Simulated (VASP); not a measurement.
Write the native input for VASP 6.6.1 that does the following.

- Task: single point
- Functional: LDA
- Potentials or basis: VASP PAW LDA potentials, release 64 (K_sv, Cl)
- Cutoff: 500 eV
- k mesh: 7 × 7 × 7
- Occupations: fermi-dirac, width 0.05 eV
- Spin: no spin polarisation
- Dipole correction: no
- Further INCAR settings: ALGO = Normal; EDIFF = 1e-06; NBANDS = 15

The structure of KCl lies in POSCAR:

```
KCl
1.0
    3.8391960000      0.0000000000      0.0000000000
    0.0000000000      3.8391960000      0.0000000000
    0.0000000000      0.0000000000      3.8391960000
K Cl
1 1
Direct
    0.0000000000      0.0000000000      0.0000000000
    0.5000000000      0.5000000000      0.5000000000
```

One way to write it, as run:

INCAR

```
SYSTEM = KCl
ALGO = Normal
EDIFF = 1E-6
ENCUT = 500
GGA = CA
GGA_COMPAT = .FALSE.
ISIF = 2
ISMEAR = -1
LASPH = .TRUE.
LCHARG = .FALSE.
LREAL = .FALSE.
LWAVE = .FALSE.
NBANDS = 15
NELM = 120
PREC = Accurate
SIGMA = 0.05
```

KPOINTS

```
k-points
0
G
  7 7 7
  0 0 0
```

Potentials or basis: VASP PAW LDA potentials, release 64 (K_sv, Cl).

Launch:

```bash
$ cat potpaw_LDA.64/K_sv/POTCAR potpaw_LDA.64/Cl/POTCAR > POTCAR
$ mpirun -np 1 vasp_std > vasp.out
```

Results of the run:

```json
{
 "Pressure": "-3.1 GPa",
 "Band gap on the k mesh": "4.39 eV (least direct gap 4.58 eV)"
}
```

Caveat: the cell stands under tension; an odd mesh through Γ misses points on the zone boundary, where band edges can lie.

Run time: 7.4 s on 1 thread of AMD EPYC 9R45 96-Core Processor (Zen 5), with other jobs on the host, peak memory 0.11 GiB.
